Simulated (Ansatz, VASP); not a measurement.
Two plane-wave programs on Bi

```
Bi
1.0
     2.27300    1.31232    4.03308
    -2.27300    1.31232    4.03308
     0.00000   -2.62463    4.03308
Bi
2
Direct
  0.23389 0.23389 0.23389
  0.76611 0.76611 0.76611
```

Change from the starting cell: zz strain of +2 %, PAW files.

Alike in both runs: task electric field gradients; functional LDA; k mesh 11 × 11 × 11; occupations fermi-dirac, width 0.03 eV; no spin polarisation.

|  | VASP | Ansatz |
| --- | --- | --- |
| version | VASP 6.6.1 | Ansatz 0.2.0 |
| potentials or method | VASP PAW LDA potentials, release 64 (Bi_d) | PAW with Ansatz's default frozen-core files, scalar-relativistic |
| plane-wave cutoff (eV) | 520 | 420 |
| valence electrons in the cell | 30 | 30 |

Ansatz gave:

| Item | Value |
| --- | --- |
| pressure (GPa) | -2.6 |
| traceless stress, the component that is largest in VASP (GPa) | -0.18 |
| rms of the force components (eV/Å) | 0.050 |
| size of Vzz on the site where it differs most (V/Å²) | 18.9 |

Q: Estimate VASP's values.

A: Pressure (GPa): -2.5; traceless stress, the component that is largest in VASP (GPa): -0.20; rms of the force components (eV/Å): 0.037; size of Vzz on the site where it differs most (V/Å²): 18.2.

LDA's correlation is that of Perdew and Zunger in VASP and of Perdew and Wang (1992) in Ansatz. Atom by atom the forces differ by 0.013 eV/Å (rms over components).

Neither program's run includes spin-orbit coupling.
